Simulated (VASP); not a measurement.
# BiO5 (P6/mmm) in VASP: further runs

The runs below take BiO5 through relaxation of cell and atoms, with PBE.

Everything below comes from runs of VASP 6.6.1. Logs are shortened: lines on timing, memory, paths and dates and some standing lists are left out, and cuts for length are marked.

### Step 1. The cell of the first run

Symmetry: P6/mmm, No. 191, hexagonal system. The conventional cell has a = 4.807 Å, b = 4.807 Å, c = 4.013 Å, α = 90.00°, β = 90.00°, γ = 120.00°. Bi (site symmetry 6/mmm) has 18 O at 2.78 to 3.13 Å within 3.7 Å. Within 3.2 Å of O (site symmetry -6m2) lie 9 O at 2.44 to 2.78 Å and 3 Bi at 2.78 Å. O (site symmetry mmm) has 8 O at 2.40 to 2.44 Å and 4 Bi at 3.13 Å within 3.2 Å.

The cell was generated, and may not be a known phase.

### Step 2. Relaxation of cell and atoms, PBE

Contents of INCAR:

```
SYSTEM = BiO5
ALGO     = Normal         ! electronic algorithm
EDIFF    = 1E-6           ! SCF threshold, eV
EDIFFG   = -0.04          ! ionic threshold
ENCUT    = 600            ! plane-wave cutoff, eV
GGA      = PE             ! functional
IBRION   = 2              ! ionic algorithm
ISIF     = 3              ! what is computed and relaxed
ISMEAR   = 0              ! smearing method
LASPH    = .TRUE.         ! aspherical terms in the spheres
LCHARG   = .FALSE.        ! write CHGCAR
LREAL    = .FALSE.        ! projectors in reciprocal space
LWAVE    = .FALSE.        ! write WAVECAR
NELM     = 80             ! most SCF steps
NSW      = 90             ! ionic steps
PREC     = Accurate       ! precision mode
SIGMA    = 0.1            ! smearing width, eV
```

Contents of KPOINTS:

```
k-points
0
G
  6 6 4
  0 0 0
```

Contents of POSCAR:

```
BiO5
1.0
    4.8071142200      0.0000000000      0.0000000000
   -2.4035571100      4.1630830400      0.0000000000
    0.0000000000      0.0000000000      4.0127817700
Bi O
1 5
Direct
    0.0000000000      0.0000000000      0.0000000000
    0.3333333300      0.6666666700      0.0000000000
    0.6666666700      0.3333333300      0.0000000000
    0.5000000000      0.0000000000      0.5000000000
    0.5000000000      0.5000000000      0.5000000000
    0.0000000000      0.5000000000      0.5000000000
```

Potentials or basis: VASP PAW PBE potentials, release 64 (Bi_d, O).

Command:

```bash
cat potpaw_PBE.64/Bi_d/POTCAR potpaw_PBE.64/O/POTCAR > POTCAR
mpirun -np 1 vasp_std > vasp.out
```

OUTCAR:

```text
SYSTEM = BiO5
   EDIFF = 1E-6
   EDIFFG = -0.04
   ENCUT = 600
   GGA = PE
   IBRION = 2
   ISIF = 3
   ISMEAR = 0
   LASPH = .TRUE.
   LREAL = .FALSE.
   NELM = 80
   NSW = 90
   PREC = Accurate

 ion  position               nearest neighbor table
   1  0.000  0.000  0.000-   2 2.78   3 2.78   3 2.78   2 2.78   3 2.78   2 2.78
   2  0.333  0.667  0.000-   1 2.78   1 2.78   1 2.78
   3  0.667  0.333  0.000-   1 2.78   1 2.78   1 2.78
   4  0.500  0.000  0.500-
   5  0.500  0.500  0.500-
   6  0.000  0.500  0.500-

  LATTYP: Found a hexagonal cell.
 ALAT       =     4.8071142200
 C/A-ratio  =     0.8347589814

  Lattice vectors:

 A1 = (   4.8071142200,   0.0000000000,   0.0000000000)
 A2 = (  -2.4035571100,   4.1630830400,   0.0000000000)
 A3 = (   0.0000000000,   0.0000000000,   4.0127817700)

Analysis of symmetry for initial positions (statically):
=====================================================================
 Subroutine PRICEL returns:
 Original cell was already a primitive cell.

 Routine SETGRP: Setting up the symmetry group for a
 hexagonal supercell.

 Subroutine GETGRP returns: Found 24 space group operations
 (whereof 24 operations were pure point group operations)
 out of a pool of 24 trial point group operations.

The static configuration has the point symmetry D_6h.

Analysis of symmetry for dynamics (positions and initial velocities):
=====================================================================
 Subroutine PRICEL returns:
 Original cell was already a primitive cell.

 Routine SETGRP: Setting up the symmetry group for a
 hexagonal supercell.

 Subroutine GETGRP returns: Found 24 space group operations
 (whereof 24 operations were pure point group operations)
 out of a pool of 24 trial point group operations.

The dynamic configuration has the point symmetry D_6h.

 Subroutine INISYM returns: Found 24 space group operations
 (whereof 24 operations are pure point group operations),
 and found     1 'primitive' translations

----------------------------------------------------------------------------------------

                                     Primitive cell

  volume of cell :      80.3055

  direct lattice vectors                    reciprocal lattice vectors
     4.807114220  0.000000000  0.000000000     0.208025013  0.120103297  0.000000000
    -2.403557110  4.163083040  0.000000000     0.000000000  0.240206595  0.000000000
     0.000000000  0.000000000  4.012781770     0.000000000  0.000000000  0.249203684

  length of vectors
     4.807114220  4.807114226  4.012781770     0.240206595  0.240206595  0.249203684

  position of ions in fractional coordinates (direct lattice)
     0.000000000  0.000000000  0.000000000
     0.333333330  0.666666670  0.000000000
     0.666666670  0.333333330  0.000000000
[... 81 lines left out ...]
   LREAL  =      F    real-space projection
   EDIFFG = -.4E-01   stopping-criterion for IOM
   NSW    =     90    number of steps for IOM
   IBRION =      2    ionic relax: 0-MD 1-quasi-New 2-CG
   NFREE  =      1    steps in history (QN), initial steepest desc. (CG)
   ISIF   =      3    stress and relaxation
   ISYM   =      2    0-nonsym 1-usesym 2-fastsym
   POTIM  = 0.5000    time-step for ionic-motion
   TEBEG  =    0.0;   TEEND  =   0.0 temperature during run
   PSTRESS=    0.0 pullay stress
   NELECT =      45.0000    total number of electrons
   NUPDOWN=      -1.0000    fix difference up-down
   EMIN   =  10.00;   EMAX   =-10.00  energy-range for DOS
   EFERMI =   0.00;   METHOD = LEGACY
   ISMEAR =     0;   SIGMA  =   0.10  broadening in eV -4-tet -1-fermi 0-gaus
   EFERMI_NEDOS =   21; number of points for ismear=-14 and -15
   IALGO  =     38    algorithm
   IMIX   =      4    mixing-type and parameters
     AMIX     =   0.40;   BMIX     =  1.00
     AMIX_MAG =   1.60;   BMIX_MAG =  1.00
  volume/ion in A,a.u.               =      13.38        90.32
  Fermi-wavevector in a.u.,A,eV,Ry     =   1.349679  2.550524 24.784845  1.821635
  Thomas-Fermi vector in A             =   2.477246
   LORBIT       =      0    0 simple, 1 ext, 2 COOP (PROOUT), +10 PAW based schemes
   GGA     = PE    functional components
   LHFCALC =     F    Hartree Fock is set to
   AEXX    =    0.0000 exact exchange contribution
   IVDW    =     0    specifies the selected vdW correction
   LEPSILON=     F    determine dielectric tensor
   LRPA    =     F    only Hartree local field effects (RPA)
 conjugate gradient relaxation of ions
 non-spin polarized calculation
 Gauss-broadening in eV      SIGMA  =   0.10
  energy-cutoff  :      600.00
  volume of cell :       80.31
 maximum number of plane-waves:      2710
 NGX is ok and might be reduce to    40
   NGX = 19   NGY = 19   NGZ = 17

--------------------------------------- Ionic step        1  -------------------------------------------

 number of electron      44.9999999 magnetization

 Free energy of the ion-electron system (eV)
  ---------------------------------------------------
  ext. energy  EPLUGINS =         0.00000000
  ---------------------------------------------------
  free energy    TOTEN  =       -20.73729302 eV

  energy without entropy =      -20.69869975  energy(sigma->0) =      -20.71799639

 E-fermi :   2.7760     XC(G=0): -10.5146

 val. band max:        2.7645307088   @ k =   0.3333   0.1667   0.5000
 cond. band min:       2.7774053442   @ k =   0.3333   0.3333   0.5000
 fundamental gap:      0.0128746355
 Fermi energy:         2.7759774273

 k-point     1 :       0.0000    0.0000    0.0000
  band No.  band energies     occupation
      1     -20.7890      2.00000
      2     -20.6997      2.00000
      3     -20.6997      2.00000
      4     -20.5487      2.00000
      5     -20.5487      2.00000
      6     -15.6309      2.00000
[... 732 lines left out ...]
  FREE ENERGIE OF THE ION-ELECTRON SYSTEM (eV)
  ---------------------------------------------------
  free  energy   TOTEN  =       -22.1955357288 eV

  energy  without entropy=      -22.1634189266  energy(sigma->0) =      -22.17947733

[... ionic steps 4 to 16 ...]

--------------------------------------- Ionic step       17  -------------------------------------------

 number of electron      44.9999951 magnetization

------------------------ aborting loop because EDIFF is reached ----------------------------------------
[... 75 lines left out ...]
--------------------------------------- Ionic step       19  -------------------------------------------

 number of electron      44.9999941 magnetization

 Free energy of the ion-electron system (eV)
  ---------------------------------------------------
  ext. energy  EPLUGINS =         0.00000000
  ---------------------------------------------------
  free energy    TOTEN  =       -23.53838051 eV

  energy without entropy =      -23.50626107  energy(sigma->0) =      -23.52232079

 E-fermi :   4.0275     XC(G=0): -11.0190

 val. band max:        4.0005700427   @ k =   0.1667   0.0000   0.5000
 cond. band min:       4.0296317224   @ k =   0.0000   0.0000   0.5000
 fundamental gap:      0.0290616796
 Fermi energy:         4.0274748925

 k-point     1 :       0.0000    0.0000    0.0000
  band No.  band energies     occupation
      1     -19.0243      2.00000
      2     -18.5561      2.00000
      3     -18.5561      2.00000
      4     -18.4460      2.00000
      5     -18.4460      2.00000
      6     -16.2114      2.00000
[... 652 lines left out ...]
  FREE ENERGIE OF THE ION-ELECTRON SYSTEM (eV)
  ---------------------------------------------------
  free  energy   TOTEN  =       -23.5383805133 eV

  energy  without entropy=      -23.5062610663  energy(sigma->0) =      -23.52232079

 reached required accuracy - stopping structural energy minimisation
```

Wall time 23 min (1 thread of Intel Xeon 8259CL, shared host); peak memory 0.27 GiB.

What came out:

* Free energy: -23.5384 eV
* Relaxed volume: 11.46 Å³/atom
* Relaxed cell: a = 3.876 Å, b = 3.876 Å, c = 5.284 Å, α = 90.00°, β = 90.00°, γ = 120.00°
* Space group after relaxing (to 0.1 Å): P6/mmm (No. 191)
* Pressure after relaxing: 0.0 GPa
* Band gap on the k mesh: zero (an odd number of electrons rules out a gap without spin polarisation)

Stress tensor (GPa, compression positive):
```
 0.29  0.00  0.00
 0.00  0.29  0.00
 0.00  0.00 -0.46
```

Final structure:
```
Bi O
1.0
     3.87605    0.00000    0.00000
    -1.93802    3.35675    0.00000
     0.00000    0.00000    5.28412
Bi O
1 5
Direct
  0.00000 0.00000 0.00000
  0.33333 0.66667 0.00000
  0.66667 0.33333 0.00000
  0.50000 0.00000 0.50000
  0.50000 0.50000 0.50000
  0.00000 0.50000 0.50000
```

Caveat: the k points lie up to 0.31 Å⁻¹ apart in the final cell, too coarse for converged energies and pressures of a metal; a cell axis changed by over 15 % at a fixed basis, so the end point is rough; spin-orbit coupling is left out, which moves the levels of the heavy elements; an odd number of electrons without spin polarisation forces a metal; a magnetic or distorted state may lie lower.

### Step 3. Relaxation of cell and atoms, PBE

This run uses another cell than the first one, of 12.76 Å³/atom.

Contents of INCAR:

```
SYSTEM = BiO5
PREC = Accurate ; ENCUT = 600
EDIFF = 1E-6 ; ISMEAR = 0
SIGMA = 0.1 ; LREAL = .False.
LASPH = .True. ; NELM = 60
ALGO = Normal ; ISIF = 3
LWAVE = .False. ; LCHARG = .False.
GGA = PE ; IBRION = 2
NSW = 100 ; EDIFFG = -0.01
```

Contents of KPOINTS:

```
regular mesh
0
Gamma
  12 12 6
  0 0 0
```

Contents of POSCAR:

```
BiO5
1.0
    3.8771723152      0.0000000000      0.0000000000
   -1.9385861576      3.3577297198      0.0000000000
    0.0000000000      0.0000000000      5.8815054693
Bi O
1 5
Direct
    0.0000000000      0.0000000000      0.0000000000
    0.3333333333      0.6666666667      0.0000000000
    0.6666666667      0.3333333333      0.0000000000
    0.5000000000      0.0000000000      0.5000000000
    0.5000000000      0.5000000000      0.5000000000
    0.0000000000      0.5000000000      0.5000000000
```

Potentials or basis: VASP PAW PBE potentials, release 64 (Bi_d, O).

Command:

```bash
cat potpaw_PBE.64/Bi_d/POTCAR potpaw_PBE.64/O/POTCAR > POTCAR
mpirun -np 1 vasp_std > vasp.out
```

It took 16 min on 1 thread of Intel Xeon 8259CL, shared host; peak memory 0.33 GiB.

It converged, with:

| Item | Value |
| --- | --- |
| Free energy | -23.6828 eV |
| Relaxed volume | 12.91 Å³/atom |
| Relaxed cell | a = 3.900 Å, b = 3.900 Å, c = 5.881 Å, α = 90.00°, β = 90.00°, γ = 120.00° |
| Space group after relaxing (to 0.1 Å) | P6/mmm (No. 191) |
| Energy gained by relaxing | 1.2 meV/atom |
| Ionic steps | 3 |
| Pressure after relaxing | 0.0 GPa |
| Band gap on the k mesh | zero (an odd number of electrons rules out a gap without spin polarisation) |

Stress tensor (GPa, compression positive):
```
0.02 0.00 0.00
0.00 0.02 0.00
0.00 0.00 0.10
```

Step by step:
```csv
step,energy change (eV),largest force (eV/Å),pressure (GPa),volume (Å³)
1,0.0000,0.0000,1.72,76.57
2,-0.0043,0.0000,-0.99,78.09
3,-0.0073,0.0000,0.05,77.49
```

Final structure:
```
CELL_PARAMETERS angstrom
3.90047 0.00000 0.00000
-1.95023 3.37790 0.00000
0.00000 0.00000 5.88133
ATOMIC_POSITIONS crystal
Bi 0.00000 0.00000 0.00000
O 0.33333 0.66667 0.00000
O 0.66667 0.33333 0.00000
O 0.50000 0.00000 0.50000
O 0.50000 0.50000 0.50000
O 0.00000 0.50000 0.50000
```

Levels at points of the mesh, in eV from the Fermi level:
```
           k point  band 19  band 20  band 21  band 22  band 23  band 24  band 25  band 26  band 27
(0.00, 0.00, 0.00)    -2.84    -2.17    -0.38     0.00     0.00     2.47     3.49     3.49     3.94
(0.50, 0.00, 0.00)    -1.11    -0.86    -0.64    -0.62    -0.10     0.09     0.40     2.26     3.28
(0.00, 0.00, 0.50)    -2.88    -2.88    -0.35     0.05     0.05     2.47     3.38     3.49     3.49
(0.50, 0.00, 0.50)    -1.29    -1.11    -0.85    -0.61    -0.05     0.08     0.38     2.29     3.28
```

Caveat: spin-orbit coupling is left out, which moves the levels of the heavy elements; an odd number of electrons without spin polarisation forces a metal; a magnetic or distorted state may lie lower.

The gap in the log of VASP goes by the Fermi energy; the results here count the filled bands.